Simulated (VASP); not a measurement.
# SrO (Fm-3m) in VASP: a series of runs

SrO is run at these levels: LDA, r2SCAN+rVV10; tasks: single point.

Program: VASP 6.6.1. These are calculated values, not measurements. Logs are shortened: lines on timing, memory, paths and dates and some standing lists are left out, and cuts for length are marked.

### Step 1. The cell of the first run

It takes space group Fm-3m (No. 225, cubic). Conventional cell: a = 5.200 Å, b = 5.200 Å, c = 5.200 Å, α = 90.00°, β = 90.00°, γ = 90.00°. Within 3.4 Å of Sr (site symmetry m-3m) lie 6 O at 2.60 Å. O (site symmetry m-3m) has 6 Sr at 2.60 Å within 3.4 Å.

### Step 2. Single point, LDA

INCAR reads:

```
SYSTEM = SrO
ALGO = Normal
EDIFF = 1E-6
ENCUT = 520
GGA = CA
ISIF = 2
ISMEAR = -1
LASPH = .True.
LCHARG = .False.
LREAL = .False.
LWAVE = .False.
NBANDS = 15
NELM = 80
PREC = Accurate
SIGMA = 0.05
```

KPOINTS reads:

```
k-points
0
Gamma
  9 9 9
  0 0 0
```

POSCAR reads:

```
SrO
1.0
    0.0000000000      2.6000709780      2.6000709780
    2.6000709780      0.0000000000      2.6000709780
    2.6000709780      2.6000709780      0.0000000000
Sr O
1 1
Direct
    0.5000000000      0.5000000000      0.5000000000
    0.0000000000      0.0000000000      0.0000000000
```

Potentials or basis: VASP PAW LDA potentials, release 64 (Sr_sv, O).

On the command line:

```sh
cat potpaw_LDA.64/Sr_sv/POTCAR potpaw_LDA.64/O/POTCAR > POTCAR
mpirun -np 1 vasp_std > vasp.out
```

OUTCAR:

```text
SYSTEM = SrO
   EDIFF = 1E-6
   ENCUT = 520
   GGA = CA
   ISIF = 2
   ISMEAR = -1
   LASPH = .True.
   LREAL = .False.
   NELM = 80
   PREC = Accurate

 ion  position               nearest neighbor table
   1  0.500  0.500  0.500-   2 2.60   2 2.60   2 2.60   2 2.60   2 2.60   2 2.60
   2  0.000  0.000  0.000-   1 2.60   1 2.60   1 2.60   1 2.60   1 2.60   1 2.60

  LATTYP: Found a face centered cubic cell.
 ALAT       =     5.2001419560

  Lattice vectors:

 A1 = (   0.0000000000,   2.6000709780,   2.6000709780)
 A2 = (   2.6000709780,   0.0000000000,   2.6000709780)
 A3 = (   2.6000709780,   2.6000709780,   0.0000000000)

Analysis of symmetry for initial positions (statically):
=====================================================================
 Subroutine PRICEL returns:
 Original cell was already a primitive cell.

 Routine SETGRP: Setting up the symmetry group for a
 face centered cubic supercell.

 Subroutine GETGRP returns: Found 48 space group operations
[... 9 lines left out ...]

 Routine SETGRP: Setting up the symmetry group for a
 face centered cubic supercell.

 Subroutine GETGRP returns: Found 48 space group operations
[... 11 lines left out ...]
                                     Primitive cell

  volume of cell :      35.1549

  direct lattice vectors                    reciprocal lattice vectors
     0.000000000  2.600070978  2.600070978    -0.192302443  0.192302443  0.192302443
     2.600070978  0.000000000  2.600070978     0.192302443 -0.192302443  0.192302443
     2.600070978  2.600070978  0.000000000     0.192302443  0.192302443 -0.192302443

  length of vectors
     3.677055640  3.677055640  3.677055640     0.333077601  0.333077601  0.333077601

  position of ions in fractional coordinates (direct lattice)
     0.500000000  0.500000000  0.500000000
     0.000000000  0.000000000  0.000000000

  ion indices of the primitive-cell ions
   primitive index   ion index
                 1           1
                 2           2

----------------------------------------------------------------------------------------

 KPOINTS: k-points

Automatic generation of k-mesh.
 Grid dimensions read from file:
 generate k-points for:    9    9    9

 Generating k-lattice:

  Cartesian coordinates                     Fractional coordinates (reciprocal lattice)
    -0.021366938  0.021366938  0.021366938     0.111111111  0.000000000  0.000000000
     0.021366938 -0.021366938  0.021366938     0.000000000  0.111111111  0.000000000
     0.021366938  0.021366938 -0.021366938     0.000000000  0.000000000  0.111111111

  Length of vectors
     0.037008622  0.037008622  0.037008622

  Shift w.r.t. Gamma in fractional coordinates (k-lattice)
     0.000000000  0.000000000  0.000000000

 Subroutine IBZKPT returns following result:
 ===========================================

 Found     35 irreducible k-points:

 Following reciprocal coordinates:
            Coordinates               Weight
  0.000000  0.000000  0.000000      1.000000
  0.111111  0.000000  0.000000      8.000000
  0.222222  0.000000  0.000000      8.000000
  0.333333  0.000000  0.000000      8.000000
  0.444444  0.000000  0.000000      8.000000
  0.111111  0.111111  0.000000      6.000000
[... 16 lines left out ...]
 -0.333333  0.333333  0.000000     12.000000
  0.444444  0.444444  0.000000      6.000000
 [... further k-points ...]
   k-points           NKPTS =     35   k-points in BZ     NKDIM =     35   number of bands    NBANDS=     15
   number of dos      NEDOS =    301   number of ions     NIONS =      2
   total plane-waves  NPLWV =  21952
   dimension x,y,z NGX =    28 NGY =   28 NGZ =   28
   dimension x,y,z NGXF=    56 NGYF=   56 NGZF=   56
   ions per type =               1   1
   NGX,Y,Z   is equivalent  to a cutoff of  12.66, 12.66, 12.66 a.u.
   NGXF,Y,Z  is equivalent  to a cutoff of  25.32, 25.32, 25.32 a.u.
 SYSTEM =  SrO
   PREC   = accura    normal or accurate (medium, high low for compatibility)
   ISTART =      0    job   : 0-new  1-cont  2-samecut
   ICHARG =      2    charge: 1-file 2-atom 10-const
   ISPIN  =      1    spin polarized calculation?
   LNONCOLLINEAR =      F non collinear calculations
   LSORBIT =      F    spin-orbit coupling
   LASPH  =      T    aspherical Exc in radial PAW
   ENCUT  =  520.0 eV  38.22 Ry    6.18 a.u.   6.84  6.84  6.84*2*pi/ulx,y,z
   NELM   =     80;   NELMIN=  2; NELMDL= -5     # of ELM steps
   EDIFF  = 0.1E-05   stopping-criterion for ELM
   LREAL  =      F    real-space projection
   EDIFFG = 0.1E-04   stopping-criterion for IOM
   NSW    =      0    number of steps for IOM
   IBRION =     -1    ionic relax: 0-MD 1-quasi-New 2-CG
   NFREE  =      0    steps in history (QN), initial steepest desc. (CG)
   ISIF   =      2    stress and relaxation
   ISYM   =      2    0-nonsym 1-usesym 2-fastsym
   POTIM  = 0.5000    time-step for ionic-motion
   TEBEG  =    0.0;   TEEND  =   0.0 temperature during run
   PSTRESS=    0.0 pullay stress
   NELECT =      16.0000    total number of electrons
   NUPDOWN=      -1.0000    fix difference up-down
   EMIN   =  10.00;   EMAX   =-10.00  energy-range for DOS
   EFERMI =   0.00;   METHOD = LEGACY
   ISMEAR =    -1;   SIGMA  =   0.05  broadening in eV -4-tet -1-fermi 0-gaus
   EFERMI_NEDOS =   21; number of points for ismear=-14 and -15
   IALGO  =     38    algorithm
   IMIX   =      4    mixing-type and parameters
     AMIX     =   0.40;   BMIX     =  1.00
     AMIX_MAG =   1.60;   BMIX_MAG =  1.00
  volume/ion in A,a.u.               =      17.58       118.62
  Fermi-wavevector in a.u.,A,eV,Ry     =   1.259272  2.379679 21.575663  1.585767
  Thomas-Fermi vector in A             =   2.392840
   LORBIT       =      0    0 simple, 1 ext, 2 COOP (PROOUT), +10 PAW based schemes
   GGA     = CA    functional components
   LHFCALC =     F    Hartree Fock is set to
   AEXX    =    0.0000 exact exchange contribution
   IVDW    =     0    specifies the selected vdW correction
   LEPSILON=     F    determine dielectric tensor
   LRPA    =     F    only Hartree local field effects (RPA)
 non-spin polarized calculation
  energy-cutoff  :      520.00
  volume of cell :       35.15
 maximum number of plane-waves:       958
   NGX = 13   NGY = 13   NGZ = 13

 number of electron      16.0000000 magnetization

 Free energy of the ion-electron system (eV)
  ---------------------------------------------------
  ext. energy  EPLUGINS =         0.00000000
  ---------------------------------------------------
  free energy    TOTEN  =       -13.33806241 eV

  energy without entropy =      -13.33806241  energy(sigma->0) =      -13.33806241

 E-fermi :   2.2678     XC(G=0): -10.3699

 val. band max:        1.1826725651   @ k =   0.0000   0.0000   0.0000
 cond. band min:       4.3617620480   @ k =   0.4444   0.4444   0.0000
 fundamental gap:      3.1790894829
 Fermi energy:         2.2677507662

 k-point     1 :       0.0000    0.0000    0.0000
  band No.  band energies     occupation
      1     -31.0184      2.00000
      2     -13.5339      2.00000
      3     -12.7788      2.00000
      4     -12.7788      2.00000
      5     -12.7788      2.00000
      6       1.1827      2.00000
      7       1.1827      2.00000
      8       1.1827      2.00000
      9       4.7505      0.00000
     10       7.2142      0.00000
     11       7.2142      0.00000
     12       7.2142      0.00000
     13       9.3614      0.00000
     14       9.3614      0.00000
     15      13.4706      0.00000

 k-point     2 :       0.1111    0.0000    0.0000
  band No.  band energies     occupation
      1     -31.0040      2.00000
      2     -13.8896      2.00000
      3     -12.7883      2.00000
      4     -12.7883      2.00000
      5     -12.4578      2.00000
      6       0.8016      2.00000
      7       1.0301      2.00000
      8       1.0301      2.00000
      9       5.3175      0.00000
     10       7.0801      0.00000
     11       7.4518      0.00000
     12       7.4518      0.00000
     13       9.6734      0.00000
     14       9.6734      0.00000
     15      14.2635      0.00000

 k-point     3 :       0.2222    0.0000    0.0000
  band No.  band energies     occupation
      1     -30.9674      2.00000
      2     -14.4202      2.00000
      3     -12.8121      2.00000
      4     -12.8121      2.00000
      5     -12.0155      2.00000
      6       0.0696      2.00000
      7       0.6785      2.00000
      8       0.6785      2.00000
      9       6.5698      0.00000
     10       6.9917      0.00000
     11       8.1124      0.00000
     12       8.1124      0.00000
     13      10.4812      0.00000
     14      10.4812      0.00000
     15      16.0323      0.00000

 k-point     4 :       0.3333    0.0000    0.0000
  band No.  band energies     occupation
      1     -30.9252      2.00000
      2     -14.8497      2.00000
      3     -12.8387      2.00000
      4     -12.8387      2.00000
      5     -11.6866      2.00000
      6      -0.5795      2.00000
      7       0.3249      2.00000
      8       0.3249      2.00000
      9       7.1483      0.00000
     10       8.0125      0.00000
     11       9.0023      0.00000
     12       9.0023      0.00000
     13      11.5430      0.00000
     14      11.5430      0.00000
     15      16.5401      0.00000
[... 307 lines left out ...]
 k-point    22 :      -0.4444    0.3333    0.0000
  band No.  band energies     occupation
      1     -30.8617      2.00000
      2     -14.3547      2.00000
      3     -13.4513      2.00000
      4     -13.0403      2.00000
      5     -12.3164      2.00000
      6       0.2944      2.00000
      7       0.6059      2.00000
      8       0.6827      2.00000
      9       5.5568      0.00000
     10       8.8815      0.00000
     11       9.6877      0.00000
     12      11.1249      0.00000
     13      11.8794      0.00000
     14      13.6738      0.00000
     15      14.0145      0.00000

 k-point    23 :      -0.3333    0.3333    0.0000
  band No.  band energies     occupation
      1     -30.8651      2.00000
      2     -14.5770      2.00000
      3     -13.4273      2.00000
      4     -12.9722      2.00000
      5     -12.0204      2.00000
      6      -0.1445      2.00000
      7       0.4007      2.00000
      8       0.6633      2.00000
      9       6.6552      0.00000
     10       8.1188      0.00000
     11       9.8638      0.00000
     12      10.5150      0.00000
     13      12.2051      0.00000
     14      13.3248      0.00000
     15      15.6980      0.00000

 k-point    24 :       0.4444    0.4444    0.0000
  band No.  band energies     occupation
      1     -30.8618      2.00000
      2     -13.9214      2.00000
      3     -13.1992      2.00000
      4     -13.1139      2.00000
      5     -13.1139      2.00000
      6       0.5959      2.00000
      7       1.0696      2.00000
      8       1.0696      2.00000
      9       4.3618      0.00000
     10       8.5424      0.00000
     11      11.0743      0.00000
     12      11.0854      0.00000
     13      11.8708      0.00000
     14      11.8708      0.00000
     15      14.6432      0.00000

 [... further k-points ...]
[... 5 lines left out ...]
  --------------------------------------------------------------------------------------
  -------------------------------------------------------------------------------------
  Total       -1.3918750     -1.3918750     -1.3918750     -0.0000000     -0.0000000      0.0000000
  in kB      -63.4344562    -63.4344562    -63.4344562     -0.0000000     -0.0000000      0.0000000
  external PRESSURE =     -63.4344562 kB  Pullay stress =       0.0000000 kB

 VOLUME and BASIS-vectors are now :
 -----------------------------------------------------------------------------
  energy-cutoff  :      520.00
  volume of cell :       35.15
      direct lattice vectors                 reciprocal lattice vectors
     0.000000000  2.600070978  2.600070978    -0.192302443  0.192302443  0.192302443
     2.600070978  0.000000000  2.600070978     0.192302443 -0.192302443  0.192302443
     2.600070978  2.600070978  0.000000000     0.192302443  0.192302443 -0.192302443

 POSITION                                       TOTAL-FORCE (eV/Angst)
 -----------------------------------------------------------------------------------
      2.60007      2.60007      2.60007         0.000000      0.000000      0.000000
      0.00000      0.00000      0.00000        -0.000000     -0.000000     -0.000000
 -----------------------------------------------------------------------------------
    total drift:                                0.000000      0.000000      0.000000

  FREE ENERGIE OF THE ION-ELECTRON SYSTEM (eV)
  ---------------------------------------------------
  free  energy   TOTEN  =       -13.3380624083 eV

  energy  without entropy=      -13.3380624082  energy(sigma->0) =      -13.33806241
```

Run time: 16 s. Hardware: 1 thread of Intel Xeon Platinum 8375C at 2.90GHz (Ice Lake), shared host; peak memory 0.15 GiB.

Results:

```yaml
Free_energy: -13.3381 eV
Pressure: -6.3 GPa
Band_gap_on_the_k_mesh: 3.18 eV, indirect (least direct gap 3.29 eV)
```

Levels at points of the mesh, in eV from the valence-band top:
```
           k point  band 4  band 5  band 6  band 7  band 8  band 9  band 10  band 11  band 12  band 13
(0.00, 0.00, 0.00)  -13.96  -13.96    0.00    0.00    0.00    3.57     6.03     6.03     6.03     8.18
```

A k mesh can miss the band edges. LDA gaps usually lie below the measured ones, often by a third to a half.

### Step 3. Single point, LDA

This run uses another cell than the first one, of 17.92 Å³/atom, 1.019 times its volume.

INCAR reads:

```
SYSTEM = SrO
PREC     = Accurate       ! precision mode
ENCUT    = 520            ! plane-wave cutoff, eV
EDIFF    = 1E-6           ! SCF threshold, eV
ISMEAR   = -1             ! smearing method
SIGMA    = 0.05           ! smearing width, eV
LREAL    = .False.        ! projectors in reciprocal space
LASPH    = .True.         ! aspherical terms in the spheres
NELM     = 60             ! most SCF steps
ALGO     = Normal         ! electronic algorithm
ISIF     = 2              ! what is computed and relaxed
LWAVE    = .False.        ! write WAVECAR
LCHARG   = .True.         ! write CHGCAR
LELF     = .True.         ! ELF
LVHAR    = .True.       
NBANDS   = 15             ! bands
```

KPOINTS reads:

```
regular mesh
0
Gamma
  9 9 9
  0 0 0
```

POSCAR reads:

```
SrO
1.0
    0.0000000000      2.6166323862      2.6166323862
    2.6166323862      0.0000000000      2.6166323862
    2.6166323862      2.6166323862      0.0000000000
Sr O
1 1
Direct
    0.5000000000      0.5000000000      0.5000000000
    0.0000000000      0.0000000000      0.0000000000
```

Potentials or basis: VASP PAW LDA potentials, release 64 (Sr_sv, O).

On the command line:

```sh
cat potpaw_LDA.64/Sr_sv/POTCAR potpaw_LDA.64/O/POTCAR > POTCAR
mpirun -np 1 vasp_std > vasp.out
```

Run time: 18 s. Hardware: 1 thread of Intel Xeon Platinum 8375C at 2.90GHz (Ice Lake), shared host; peak memory 0.14 GiB.

Results (log left out):

* Free energy: -13.3089 eV
* Pressure: -7.7 GPa
* Band gap on the k mesh: 3.19 eV, indirect (least direct gap 3.31 eV)

Levels at points of the mesh, in eV from the valence-band top:
```
           k point  band 6  band 7  band 8  band 9  band 10  band 11
(0.00, 0.00, 0.00)    0.00    0.00    0.00    3.44     5.99     5.99
```

A k mesh can miss the band edges. A hybrid or GW would open this gap; LDA tends to underestimate it.

### Step 4. Single point, r2SCAN+rVV10

This run uses another cell than the first one, of 15.89 Å³/atom, 0.904 times its volume.

POSCAR reads:

```
SrO
1.0
    0.0000000000      2.5139118308      2.5139118308
    2.5139118308      0.0000000000      2.5139118308
    2.5139118308      2.5139118308      0.0000000000
Sr O
1 1
Direct
    0.5000000000      0.5000000000      0.5000000000
    0.0000000000      0.0000000000      0.0000000000
```

INCAR.step1 reads:

```
PREC     = Accurate       # precision mode
ENCUT    = 520            # plane-wave cutoff, eV
ISMEAR   = -1             # smearing method
SIGMA    = 0.05           # smearing width, eV
LREAL    = F              # projectors in reciprocal space
LASPH    = T              # aspherical terms in the spheres
NELM     = 100            # most SCF steps
NBANDS   = 15             # bands
GGA      = PE             # functional
ALGO     = Normal         # electronic algorithm
EDIFF    = 1E-4           # SCF threshold, eV
LWAVE    = T              # write WAVECAR
LCHARG   = F              # write CHGCAR
```

INCAR.step2 reads:

```
PREC     = Accurate       # precision mode
ENCUT    = 520            # plane-wave cutoff, eV
EDIFF    = 1E-6           # SCF threshold, eV
ISMEAR   = -1             # smearing method
SIGMA    = 0.05           # smearing width, eV
LREAL    = F              # projectors in reciprocal space
LASPH    = T              # aspherical terms in the spheres
NELM     = 100            # most SCF steps
ALGO     = Normal         # electronic algorithm
ISIF     = 2              # what is computed and relaxed
LWAVE    = F              # write WAVECAR
LCHARG   = F              # write CHGCAR
METAGGA  = R2SCAN         # meta-GGA
LMIXTAU  = T            
LUSE_VDW = T            
IVDW_NL  = 2            
BPARAM   = 11.95        
CPARAM   = 0.0093       
NBANDS   = 15             # bands
ISTART   = 1
```

KPOINTS reads:

```
regular mesh
0
Gamma
  9 9 9
```

Potentials or basis: VASP PAW PBE potentials, release 64 (Sr_sv, O).

On the command line:

```sh
cat potpaw_PBE.64/Sr_sv/POTCAR potpaw_PBE.64/O/POTCAR > POTCAR
cp INCAR.step1 INCAR
mpirun -np 1 vasp_std > vasp.out
cp INCAR.step2 INCAR
mpirun -np 1 vasp_std > vasp.out
```

It took 2.1 min on 1 thread of Intel Xeon Platinum 8375C at 2.90GHz (Ice Lake), shared host; peak memory 0.27 GiB.

It converged, with:

- Free energy: -26.5967 eV
- Pressure: 8.4 GPa
- Band gap on the k mesh: 3.71 eV, indirect (least direct gap 3.75 eV)

Levels at points of the mesh, in eV from the valence-band top:
```csv
k point,band 4,band 5,band 6,band 7,band 8,band 9,band 10,band 11,band 12,band 13
"(0.00, 0.00, 0.00)",-14.15,-14.15,0.00,0.00,0.00,5.12,6.91,6.91,6.91,9.41
```

Caveat: the PAW data sets were made with another functional, which shifts forces and pressure a little. r2SCAN opens gaps a little over a GGA but as a rule still falls short of measured ones.

[end of part 1 of 2]
